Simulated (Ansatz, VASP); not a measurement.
# One calculation of Li2S, two programs

```
Li S
1.0
     0.00000    2.89909    2.89909
     2.89909    0.00000    2.89909
     2.89909    2.89909    0.00000
Li S
2 1
Direct
  0.25000 0.25000 0.25000
  0.75000 0.75000 0.75000
  0.00000 0.00000 0.00000
```

Alike in both runs: task single point; functional PBE; k mesh 8 × 8 × 8; occupations gaussian, width 0.02 eV; no spin polarisation.

|  | VASP | Ansatz |
| --- | --- | --- |
| version | VASP 6.6.1 | Ansatz 0.2.0 |
| potentials or method | VASP PAW PBE potentials, release 64 (Li_sv, S), cutoff 750 eV | scalar-relativistic, plane waves, PAW |
| valence electrons in the cell | 12 | 12 |

Ansatz gave:

```
gap on the k mesh at the Fermi level (eV) : 3.42
least direct gap on the mesh (eV)         : 4.01
pressure (GPa)                            : -1.8
```

Question: Which values does VASP return?

Answer: gap on the k mesh at the Fermi level (eV): 3.41; least direct gap on the mesh (eV): 4.01; pressure (GPa): -2.0.
